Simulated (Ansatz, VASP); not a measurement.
**NiGe: VASP beside Ansatz**

```xyz
4
Lattice="1.4826 -4.5548 0.0000 1.4826 4.5548 0.0000 0.0000 0.0000 3.8057" Properties=species:S:1:pos:R:3 pbc="T T T"
Ni    1.4826   -3.7644    2.8543
Ni    1.4826    3.7644    0.9514
Ge    1.4826   -1.3135    2.8543
Ge    1.4826    1.3135    0.9514
```

Alike in both runs: functional PBEsol; k mesh 16 × 16 × 12; occupations gaussian, width 0.1 eV; no spin polarisation.

Ansatz relaxed the structure, and its values are those at the end. VASP's run is a single point on that final structure, the one shown.

|  | VASP | Ansatz |
| --- | --- | --- |
| version | VASP 6.6.1 | Ansatz 0.2.0 |
| potentials or method | VASP PAW PBE potentials, release 64 (Ni, Ge_d), cutoff 520 eV | scalar-relativistic, plane waves, PAW |
| valence electrons in the cell | 48 | 64 |

```tsv
	VASP	Ansatz	Ansatz less VASP
gap on the k mesh at the Fermi level (eV)	none	none	-
pressure (GPa)	0.2	0.1	-0.16
rms of the force components (eV/Å)	0.002	0.003	+0.0006
```

VASP's potentials were made for PBE, not for PBEsol. A gap of «none» marks a metal or a gap that the smearing closes. VASP's potentials hold 48 valence electrons a cell and Ansatz's 64, so a difference there can come from the potentials and not from the codes.
